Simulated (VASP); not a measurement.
## Re: single point with LDA

Crystal: Re.

```
Re
1.0
     2.76639    0.00000    0.00000
    -1.38319    2.39576    0.00000
     0.00000    0.00000    8.93885
Re
4
Direct
  0.66667 0.33333 0.75000
  0.00000 0.00000 0.50000
  0.33333 0.66667 0.25000
  0.00000 0.00000 0.00000
```

| Quantity | Value |
| --- | --- |
| Program | VASP 6.6.1 |
| Task | single point |
| Functional | LDA |
| Potentials or basis | VASP PAW LDA potentials, release 64 (Re_sv_GW) |
| Cutoff | 560 eV |
| k mesh | 11 × 11 × 3 |
| Occupations | fermi-dirac, width 0.05 eV |
| Spin | no spin polarisation |
| Dipole correction | no |
| Further INCAR settings | ALGO = Normal; EDIFF = 1e-06; NBANDS = 38 |

```yaml
Pressure: -12.6 GPa
Band_gap_on_the_k_mesh: zero (bands 30 and 31 overlap by 2.46 eV)
```

Stress tensor (GPa, compression positive):
```
-12.54   0.00   0.00
  0.00 -12.54   0.00
  0.00   0.00 -12.83
```

Levels at points of the mesh, in eV from the Fermi level:
| k point | band 28 | band 29 | band 30 | band 31 | band 32 | band 33 |
| --- | --- | --- | --- | --- | --- | --- |
| (0.00, 0.00, 0.00) | -1.23 | -1.23 | -1.12 | -1.12 | 0.61 | 0.61 |

Run time: 100 s on 1 thread of Intel(R) Xeon(R) Platinum 8488C (Sapphire Rapids), on a shared host, peak memory 0.2 GiB.

Caveat: the cell stands under tension; spin-orbit coupling is left out, which moves the levels of the heavy elements.
